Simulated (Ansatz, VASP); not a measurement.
**ZnBi3 in VASP and in Ansatz**

The input POSCAR:

```
ZnBi3
1.0
    4.8731640000      0.0000000000      0.0000000000
    0.0000000000      4.8731640000      0.0000000000
    0.0000000000      0.0000000000      4.8731640000
Bi Zn
3 1
Direct
    0.5000000000      0.5000000000      0.0000000000
    0.5000000000      0.0000000000      0.5000000000
    0.0000000000      0.5000000000      0.5000000000
    0.0000000000      0.0000000000      0.0000000000
```

File INCAR.step1:

```
SYSTEM = ZnBi3
PREC = Accurate
ENCUT = 520
ISMEAR = -1
SIGMA = 0.05
LREAL = .FALSE.
LASPH = .TRUE.
NELM = 100
NBANDS = 36
GGA = PE
ALGO = Normal
EDIFF = 1E-4
LWAVE = .TRUE.
LCHARG = .FALSE.
```

INCAR.step2

```
SYSTEM = ZnBi3
PREC = Accurate
ENCUT = 520
EDIFF = 1E-6
ISMEAR = -1
SIGMA = 0.05
LREAL = .FALSE.
LASPH = .TRUE.
NELM = 100
ALGO = Normal
ISIF = 2
LWAVE = .FALSE.
LCHARG = .FALSE.
METAGGA = R2SCAN
LMIXTAU = .TRUE.
NBANDS = 36
ISTART = 1
```

KPOINTS

```
regular mesh
0
G
  3 3 3
  0 0 0
```

input.yaml

```yaml
crystal:
  lattice:
    - [4.873164, 0.0, 0.0]
    - [0.0, 4.873164, 0.0]
    - [0.0, 0.0, 4.873164]
  atoms:
    - { symbol: Bi, position: [0.5, 0.5, 0.0] }
    - { symbol: Bi, position: [0.5, 0.0, 0.5] }
    - { symbol: Bi, position: [0.0, 0.5, 0.5] }
    - { symbol: Zn, position: [0.0, 0.0, 0.0] }
hamiltonian:
  xc: r2scan
  pseudopotentials: { kind: paw }
kpoints:
  mp_grid: { grid: [3, 3, 3] }
  band_path:
    path:
      - [[0.0, 0.0, 0.0], [0.0, 0.5, 0.0], [0.5, 0.5, 0.0], [0.0, 0.0, 0.0], [0.5, 0.5, 0.5], [0.0, 0.5, 0.0]]
      - [[0.5, 0.5, 0.0], [0.5, 0.5, 0.5]]
    npoints: 14
scf:
  occupations: { method: fermi_dirac, width: 0.05 }
  n_extra_bands: 10
output:
  forces: true
  stress: true
  eigenvalues: true
  fatbands: false
```

Alike in both runs: functional r2SCAN; k mesh 3 × 3 × 3; occupations fermi-dirac, width 0.05 eV; no spin polarisation.

|  | VASP | Ansatz |
| --- | --- | --- |
| version | VASP 6.6.1 | Ansatz 0.2.0 |
| potentials or method | VASP PAW PBE potentials, release 64 (Bi_d, Zn) | Ansatz PAW |
| plane-wave cutoff (eV) | 520 | 500 |
| valence electrons in the cell | 57 | 57 |
| task | single point | band structure |

|  | VASP | Ansatz | Ansatz less VASP |
| --- | --- | --- | --- |
| gap on the k mesh at the Fermi level (eV) | none | none | - |
| pressure (GPa) | -0.4 | -0.4 | +0.03 |

VASP's potentials were made for PBE, not for r2SCAN. A gap of «none» marks a metal or a gap that the smearing closes. The functional is the same, so the differences come from potentials, cutoffs and numerics.

The k mesh is coarse, so the values compare programs but aren't converged. Spin-orbit coupling is off throughout.
